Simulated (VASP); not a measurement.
Crystal: CoO.

```
Co O
1.0
     1.50547    0.86918    2.43993
    -1.50547    0.86918    2.43993
     0.00000   -1.73837    2.43993
Co O
1 1
Direct
  0.00000 0.00000 0.00000
  0.50000 0.50000 0.50000
```

Base run:

| Quantity | Value |
| --- | --- |
| Program | VASP 6.6.1 |
| Functional | PBE |
| Potentials or basis | VASP PAW PBE potentials, release 64 (Co, O) |
| Cutoff | 520 eV |
| k mesh | 18 × 18 × 18 |
| Occupations | gaussian, width 0.1 eV |
| Spin | collinear spin, ferromagnetic start |
| Starting moments | [3.62, 1.1] μB |
| Fixed moment | 5 μB |

Its results: pressure 55.0 GPa; site moments Co +3.57; O +0.95 μB.

Q: The run is repeated on the same cell with these changes: fixed moment from 5 μB to 6 μB; moments at the start from [3.62, 1.1] to [3.98, 1.51]. What comes out?

A: Pressure 92.5 GPa; site moments Co +4.00; O +1.29 μB.

Caveats: the cell stands under pressure; the total moment is fixed, so each spin has its own Fermi level; a cell with one magnetic atom can't hold antiferromagnetic order, which such compounds often take.
